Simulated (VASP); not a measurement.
# TaN (Fm-3m) in VASP: single point with PBE

Aim: the single point of TaN with PBE.

Program: VASP 6.6.1. These are calculated values, not measurements. Logs are shortened: lines on timing, memory, paths and dates and some standing lists are left out, and cuts for length are marked.

## 1. The cell of the first run

Symmetry: Fm-3m, No. 225, cubic system. Conventional cell: a = 4.358 Å, b = 4.358 Å, c = 4.358 Å, α = 90.00°, β = 90.00°, γ = 90.00°. Ta (site symmetry m-3m) has 6 N at 2.18 Å within 2.9 Å. Within 2.9 Å of N (site symmetry m-3m) lie 6 Ta at 2.18 Å.

## 2. Single point, PBE

Input file INCAR:

```
PREC = Accurate
ENCUT = 520
EDIFF = 1E-6
ISMEAR = 0
SIGMA = 0.05
LREAL = Auto
LASPH = T
NELM = 60
ALGO = Normal
ISIF = 2
LWAVE = F
LCHARG = F
GGA = PE
NBANDS = 249
```

Input file KPOINTS:

```
regular mesh
0
Gamma
  2 2 2
```

Input file POSCAR:

```
TaN
1.0
    0.0000000000      6.5370000000      6.5370000000
    6.5370000000      0.0000000000      6.5370000000
    6.5370000000      6.5370000000      0.0000000000
Ta N
27 27
Direct
    0.1666670000      0.1666670000      0.1666670000
    0.1666670000      0.1666670000      0.5000000000
    0.1666670000      0.1666670000      0.8333330000
    0.1666670000      0.5000000000      0.1666670000
    0.1666670000      0.5000000000      0.5000000000
    0.1666670000      0.5000000000      0.8333330000
    0.1666670000      0.8333330000      0.1666670000
    0.1666670000      0.8333330000      0.5000000000
    0.1666670000      0.8333330000      0.8333330000
    0.5000000000      0.1666670000      0.1666670000
    0.5000000000      0.1666670000      0.5000000000
    0.5000000000      0.1666670000      0.8333330000
    0.5000000000      0.5000000000      0.1666670000
    0.5000000000      0.5000000000      0.5000000000
    0.5000000000      0.5000000000      0.8333330000
    0.5000000000      0.8333330000      0.1666670000
    0.5000000000      0.8333330000      0.5000000000
    0.5000000000      0.8333330000      0.8333330000
    0.8333330000      0.1666670000      0.1666670000
    0.8333330000      0.1666670000      0.5000000000
    0.8333330000      0.1666670000      0.8333330000
    0.8333330000      0.5000000000      0.1666670000
    0.8333330000      0.5000000000      0.5000000000
    0.8333330000      0.5000000000      0.8333330000
    0.8333330000      0.8333330000      0.1666670000
    0.8333330000      0.8333330000      0.5000000000
    0.8333330000      0.8333330000      0.8333330000
    0.0000000000      0.0000000000      0.0000000000
    0.0000000000      0.0000000000      0.3333330000
    0.0000000000      0.0000000000      0.6666670000
    0.0000000000      0.3333330000      0.0000000000
    0.0000000000      0.3333330000      0.3333330000
    0.0000000000      0.3333330000      0.6666670000
    0.0000000000      0.6666670000      0.0000000000
    0.0000000000      0.6666670000      0.3333330000
    0.0000000000      0.6666670000      0.6666670000
    0.3333330000      0.0000000000      0.0000000000
    0.3333330000      0.0000000000      0.3333330000
    0.3333330000      0.0000000000      0.6666670000
    0.3333330000      0.3333330000      0.0000000000
    0.3333330000      0.3333330000      0.3333330000
    0.3333330000      0.3333330000      0.6666670000
    0.3333330000      0.6666670000      0.0000000000
    0.3333330000      0.6666670000      0.3333330000
    0.3333330000      0.6666670000      0.6666670000
    0.6666670000      0.0000000000      0.0000000000
    0.6666670000      0.0000000000      0.3333330000
    0.6666670000      0.0000000000      0.6666670000
    0.6666670000      0.3333330000      0.0000000000
    0.6666670000      0.3333330000      0.3333330000
    0.6666670000      0.3333330000      0.6666670000
    0.6666670000      0.6666670000      0.0000000000
    0.6666670000      0.6666670000      0.3333330000
    0.6666670000      0.6666670000      0.6666670000
```

Potentials or basis: VASP PAW PBE potentials, release 64 (Ta_pv, N).

The run is started by

```console
> cat potpaw_PBE.64/Ta_pv/POTCAR potpaw_PBE.64/N/POTCAR > POTCAR
> mpirun -np 1 vasp_std > vasp.out
```

OUTCAR:

```text
PREC = Accurate
   ENCUT = 520
   EDIFF = 1E-6
   ISMEAR = 0
   LREAL = Auto
   LASPH = T
   NELM = 60
   ISIF = 2
   GGA = PE

 ion  position               nearest neighbor table
   1  0.167  0.167  0.167-  32 2.18  38 2.18  40 2.18  37 2.18  31 2.18  29 2.18   2 3.08   4 3.08
                            10 3.08   8 3.08   6 3.08  12 3.08  16 3.08  20 3.08  22 3.08  19 3.08
   2  0.167  0.167  0.500-  41 2.18  39 2.18  33 2.18  30 2.18  32 2.18  38 2.18   1 3.08   3 3.08
                             4 3.08   5 3.08  10 3.08  11 3.08  21 3.08  23 3.08   9 3.08  17 3.08
   3  0.167  0.167  0.833-  42 2.18  33 2.18  37 2.18  39 2.18  31 2.18  28 2.18   5 3.08   6 3.08
                            11 3.08  12 3.08   2 3.08  18 3.08  24 3.08   9 3.08  19 3.08  21 3.08
   4  0.167  0.500  0.167-  41 2.18  35 2.18  43 2.18  34 2.18  32 2.18  40 2.18   1 3.08   2 3.08
                             5 3.08   7 3.08  10 3.08  13 3.08  23 3.08  25 3.08   9 3.08  15 3.08
   5  0.167  0.500  0.500-  42 2.18  44 2.18  36 2.18  33 2.18  35 2.18  41 2.18  11 3.08  13 3.08
                            14 3.08   2 3.08   3 3.08   4 3.08   6 3.08   7 3.08   8 3.08  24 3.08
   6  0.167  0.500  0.833-  36 2.18  40 2.18  42 2.18  45 2.18  31 2.18  34 2.18  15 3.08   3 3.08
                             5 3.08   8 3.08   9 3.08  12 3.08  14 3.08   1 3.08  27 3.08  22 3.08
   7  0.167  0.833  0.167-  44 2.18  35 2.18  37 2.18  43 2.18  29 2.18  28 2.18   5 3.08   8 3.08
                            13 3.08  16 3.08   4 3.08  18 3.08  26 3.08   9 3.08  19 3.08  25 3.08
   8  0.167  0.833  0.500-  36 2.18  38 2.18  44 2.18  45 2.18  29 2.18  30 2.18  17 3.08   5 3.08
                             6 3.08   7 3.08   9 3.08  14 3.08  16 3.08   1 3.08  27 3.08  20 3.08
   9  0.167  0.833  0.833-  45 2.18  34 2.18  39 2.18  43 2.18  30 2.18  28 2.18   8 3.08  15 3.08
[... 70 lines left out ...]
 A1 = (   0.0000000000,   6.5370000000,   6.5370000000)
 A2 = (   6.5370000000,   0.0000000000,   6.5370000000)
 A3 = (   6.5370000000,   6.5370000000,   0.0000000000)

Analysis of symmetry for initial positions (statically):
=====================================================================
 Subroutine PRICEL returns following result:

  LATTYP: Found a face centered cubic cell.
 ALAT       =     4.3580087160

  Lattice vectors:

 A1 = (   0.0000000000,   2.1789978210,   2.1789978210)
 A2 = (   2.1790043580,   0.0000000000,   2.1790043580)
 A3 = (   2.1789978210,   2.1789978210,   0.0000000000)

  27 primitive cells build up your supercell.

 Routine SETGRP: Setting up the symmetry group for a
 face centered cubic supercell.

 Subroutine GETGRP returns: Found 48 space group operations
 (whereof 48 operations were pure point group operations)
 out of a pool of 48 trial point group operations.

The static configuration has the point symmetry O_h .

Analysis of symmetry for dynamics (positions and initial velocities):
=====================================================================
 Subroutine PRICEL returns following result:

  LATTYP: Found a face centered cubic cell.
 ALAT       =     4.3580087160

  Lattice vectors:

 A1 = (   0.0000000000,   2.1789978210,   2.1789978210)
 A2 = (   2.1790043580,   0.0000000000,   2.1790043580)
 A3 = (   2.1789978210,   2.1789978210,   0.0000000000)

  27 primitive cells build up your supercell.

 Routine SETGRP: Setting up the symmetry group for a
 face centered cubic supercell.

 Subroutine GETGRP returns: Found 48 space group operations
 (whereof 48 operations were pure point group operations)
 out of a pool of 48 trial point group operations.

The dynamic configuration has the point symmetry O_h .

 Subroutine INISYM returns: Found 48 space group operations
 (whereof 48 operations are pure point group operations),
 and found    27 'primitive' translations

----------------------------------------------------------------------------------------

                                     Primitive cell

  volume of cell :      20.6920

  direct lattice vectors                    reciprocal lattice vectors
     0.000000000  2.178997821  2.178997821    -0.229463286  0.229463286  0.229463286
     2.179004358  0.000000000  2.179004358     0.229462598 -0.229462598  0.229462598
     2.178997821  2.178997821  0.000000000     0.229463286  0.229463286 -0.229463286

  length of vectors
     3.081568271  3.081577516  3.081568271     0.397442070  0.397440877  0.397442070

  position of ions in fractional coordinates (direct lattice)
     0.500001500  0.500000000  0.500001500
     1.000000000  0.999997000  1.000000000

  ion indices of the primitive-cell ions
   primitive index   ion index
                 1           1
                 2          41

----------------------------------------------------------------------------------------

 KPOINTS: regular mesh

Automatic generation of k-mesh.
 Grid dimensions read from file:
 generate k-points for:    2    2    2

 Generating k-lattice:

  Cartesian coordinates                     Fractional coordinates (reciprocal lattice)
    -0.038243843  0.038243843  0.038243843     0.500000000  0.000000000  0.000000000
     0.038243843 -0.038243843  0.038243843     0.000000000  0.500000000  0.000000000
     0.038243843  0.038243843 -0.038243843     0.000000000  0.000000000  0.500000000

  Length of vectors
     0.066240279  0.066240279  0.066240279

  Shift w.r.t. Gamma in fractional coordinates (k-lattice)
     0.000000000  0.000000000  0.000000000

 Subroutine IBZKPT returns following result:
 ===========================================

 Found      3 irreducible k-points:

 Following reciprocal coordinates:
            Coordinates               Weight
  0.000000  0.000000  0.000000      1.000000
  0.500000  0.000000  0.000000      4.000000
  0.500000  0.500000  0.000000      3.000000
   k-points           NKPTS =      3   k-points in BZ     NKDIM =      3   number of bands    NBANDS=    249
   number of dos      NEDOS =    301   number of ions     NIONS =     54
   total plane-waves  NPLWV = 343000
   dimension x,y,z NGX =    70 NGY =   70 NGZ =   70
   dimension x,y,z NGXF=   140 NGYF=  140 NGZF=  140
   ions per type =              27  27
   NGX,Y,Z   is equivalent  to a cutoff of  12.59, 12.59, 12.59 a.u.
   NGXF,Y,Z  is equivalent  to a cutoff of  25.18, 25.18, 25.18 a.u.
 SYSTEM =  unknown system
   PREC   = accura    normal or accurate (medium, high low for compatibility)
   ISTART =      0    job   : 0-new  1-cont  2-samecut
   ICHARG =      2    charge: 1-file 2-atom 10-const
   ISPIN  =      1    spin polarized calculation?
   LNONCOLLINEAR =      F non collinear calculations
   LSORBIT =      F    spin-orbit coupling
   LASPH  =      T    aspherical Exc in radial PAW
   ENCUT  =  520.0 eV  38.22 Ry    6.18 a.u.  17.19 17.19 17.19*2*pi/ulx,y,z
   NELM   =     60;   NELMIN=  2; NELMDL= -5     # of ELM steps
   EDIFF  = 0.1E-05   stopping-criterion for ELM
   LREAL  =      T    real-space projection
   EDIFFG = 0.1E-04   stopping-criterion for IOM
   NSW    =      0    number of steps for IOM
   IBRION =     -1    ionic relax: 0-MD 1-quasi-New 2-CG
   NFREE  =      0    steps in history (QN), initial steepest desc. (CG)
   ISIF   =      2    stress and relaxation
   ISYM   =      2    0-nonsym 1-usesym 2-fastsym
   POTIM  = 0.5000    time-step for ionic-motion
   TEBEG  =    0.0;   TEEND  =   0.0 temperature during run
   PSTRESS=    0.0 pullay stress
   NELECT =     432.0000    total number of electrons
   NUPDOWN=      -1.0000    fix difference up-down
   EMIN   =  10.00;   EMAX   =-10.00  energy-range for DOS
   EFERMI =   0.00;   METHOD = LEGACY
   ISMEAR =     0;   SIGMA  =   0.05  broadening in eV -4-tet -1-fermi 0-gaus
   EFERMI_NEDOS =   21; number of points for ismear=-14 and -15
   IALGO  =     38    algorithm
   IMIX   =      4    mixing-type and parameters
     AMIX     =   0.40;   BMIX     =  1.00
     AMIX_MAG =   1.60;   BMIX_MAG =  1.00
  volume/ion in A,a.u.               =      10.35        69.82
  Fermi-wavevector in a.u.,A,eV,Ry     =   1.502615  2.839530 30.719922  2.257851
  Thomas-Fermi vector in A             =   2.613832
   LORBIT       =      0    0 simple, 1 ext, 2 COOP (PROOUT), +10 PAW based schemes
   GGA     = PE    functional components
   LHFCALC =     F    Hartree Fock is set to
   AEXX    =    0.0000 exact exchange contribution
   IVDW    =     0    specifies the selected vdW correction
   LEPSILON=     F    determine dielectric tensor
   LRPA    =     F    only Hartree local field effects (RPA)
 non-spin polarized calculation
 Gauss-broadening in eV      SIGMA  =   0.05
  energy-cutoff  :      520.00
  volume of cell :      558.68
 maximum number of plane-waves:     15065
 NGX is ok and might be reduce to    70
   NGX = 35   NGY = 35   NGZ = 35

 number of electron     432.0000005 magnetization

 Free energy of the ion-electron system (eV)
  ---------------------------------------------------
  ext. energy  EPLUGINS =         0.00000000
  ---------------------------------------------------
  free energy    TOTEN  =      -586.45983584 eV

  energy without entropy =     -586.40063894  energy(sigma->0) =     -586.43023739

 E-fermi :   9.9237     XC(G=0): -13.5900

 val. band max:        9.7799019046   @ k =   0.5000   0.0000   0.0000
 cond. band min:       9.9237447409   @ k =   0.0000   0.0000   0.0000
 fundamental gap:      0.1438428364
 Fermi energy:         9.9237139186

 k-point     1 :       0.0000    0.0000    0.0000
  band No.  band energies     occupation
      1     -26.5990      2.00000
      2     -26.5990      2.00000
      3     -26.5990      2.00000
      4     -26.5990      2.00000
      5     -26.5990      2.00000
      6     -26.5990      2.00000
[... 682 lines left out ...]
    227      10.9535      0.00000
    228      10.9535      0.00000
 [bands above 228 left out]

------------------------ aborting loop because EDIFF is reached ----------------------------------------

  FORCE on cell =-STRESS in cart. coord.  units (eV):
  Direction    XX          YY          ZZ          XY          YZ          ZX
  --------------------------------------------------------------------------------------
  -------------------------------------------------------------------------------------
  Total       55.9156875     55.9156875     55.9156875      0.0000000      0.0000000     -0.0000000
  in kB      160.3536320    160.3536320    160.3536320      0.0000000      0.0000000     -0.0000000
  external PRESSURE =     160.3536320 kB  Pullay stress =       0.0000000 kB

 VOLUME and BASIS-vectors are now :
 -----------------------------------------------------------------------------
  energy-cutoff  :      520.00
  volume of cell :      558.68
      direct lattice vectors                 reciprocal lattice vectors
     0.000000000  6.537000000  6.537000000    -0.076487685  0.076487685  0.076487685
     6.537000000  0.000000000  6.537000000     0.076487685 -0.076487685  0.076487685
     6.537000000  6.537000000  0.000000000     0.076487685  0.076487685 -0.076487685

 POSITION                                       TOTAL-FORCE (eV/Angst)
 -----------------------------------------------------------------------------------
      2.17900      2.17900      2.17900         0.000000      0.000000     -0.000000
      4.35800      4.35800      2.17900        -0.000000      0.000000     -0.000000
      6.53700      6.53700      2.17900         0.000000      0.000000      0.000000
      4.35800      2.17900      4.35800         0.000000     -0.000000      0.000000
      6.53700      4.35800      4.35800         0.000000     -0.000000     -0.000000
      8.71600      6.53700      4.35800        -0.000000     -0.000000      0.000000
[... 46 lines left out ...]
      6.53700      6.53700      8.71600         0.000000      0.000000     -0.000000
      8.71600      8.71600      8.71600         0.000000      0.000000     -0.000000
 -----------------------------------------------------------------------------------
    total drift:                                0.000000      0.000000      0.000000

  FREE ENERGIE OF THE ION-ELECTRON SYSTEM (eV)
  ---------------------------------------------------
  free  energy   TOTEN  =      -586.4598358437 eV

  energy  without entropy=     -586.4006389384  energy(sigma->0) =     -586.43023739
```

Wall time 23 min (1 thread of Intel Xeon Platinum 8375C at 2.90GHz (Ice Lake), shared host); peak memory 0.85 GiB.

Results:

- Free energy: -586.4598 eV
- Pressure: 16.0 GPa
- Band gap on the k mesh: zero (bands 216 and 217 overlap by 0.68 eV)

Caveat: the k points lie up to 0.42 Å⁻¹ apart, too coarse for converged energies and pressures of a metal; spin-orbit coupling is left out, which moves the levels of the heavy elements.

The gap in the log of VASP goes by the Fermi energy; the results here count the filled bands.